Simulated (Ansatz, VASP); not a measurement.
**One calculation of TiAl, two programs**

INCAR

```
PREC = Accurate ; ENCUT = 520
EDIFF = 1E-6 ; ISMEAR = 0
SIGMA = 0.15 ; LREAL = F
LASPH = T ; NELM = 60
ALGO = Fast ; ISIF = 2
LWAVE = F ; LCHARG = F
GGA = PS ; NBANDS = 14
```

File KPOINTS:

```
Automatic mesh
0
Gamma
  16 16 16
```

POSCAR

```
TiAl
1.0
    2.8837292645      0.0000000000      0.0000000000
    0.0000000000      2.8837292645      0.0000000000
    0.0000000000      0.0000000000      4.0827838927
Ti Al
1 1
Direct
    0.0000000000      0.0000000000      0.0000000000
    0.5000000000      0.5000000000      0.5000000000
```

Input for Ansatz:

```yaml
crystal:
  lattice:
    - [2.8837292645, 0.0, 0.0]
    - [0.0, 2.8837292645, 0.0]
    - [0.0, 0.0, 4.0827838927]
  atoms:
    - { symbol: Ti, position: [0.0, 0.0, 0.0] }
    - { symbol: Al, position: [0.5, 0.5, 0.5] }
basis:
  ecutwfc: 520.0
kpoints:
  mp_grid: { grid: [16, 16, 16] }
hamiltonian:
  xc: pbesol
  pseudopotentials: { kind: paw, azcp: { folder: soft_1 } }
scf:
  occupations: { method: gaussian, width: 0.15 }
output:
  forces: true
  stress: true
  eigenvalues: true
  write_density: true
  write_potential: true
  elf: true
  volumetric_format: npy
```

Alike in both runs: task single point; functional PBEsol; k mesh 16 × 16 × 16; occupations gaussian, width 0.15 eV; no spin polarisation.

```csv
,VASP,Ansatz
version,VASP 6.6.1,Ansatz 0.2.0
potentials or method,"VASP PAW PBE potentials, release 64 (Ti_sv, Al), cutoff 520 eV","scalar-relativistic, plane waves, PAW"
valence electrons in the cell,15,15
```

VASP gave:

| Quantity | Value |
| --- | --- |
| gap on the k mesh at the Fermi level (eV) | none |
| pressure (GPa) | -7.6 |
| traceless stress, the component that is largest in VASP (GPa) | 1.07 |

Problem. Estimate Ansatz's values.

Solution. gap on the k mesh at the Fermi level (eV): none; pressure (GPa): -7.7; traceless stress, the component that is largest in VASP (GPa): 1.05.

VASP's potentials were made for PBE, not for PBEsol, and Ansatz warns of the same on its side. A gap of «none» marks a metal or a gap that the smearing closes.
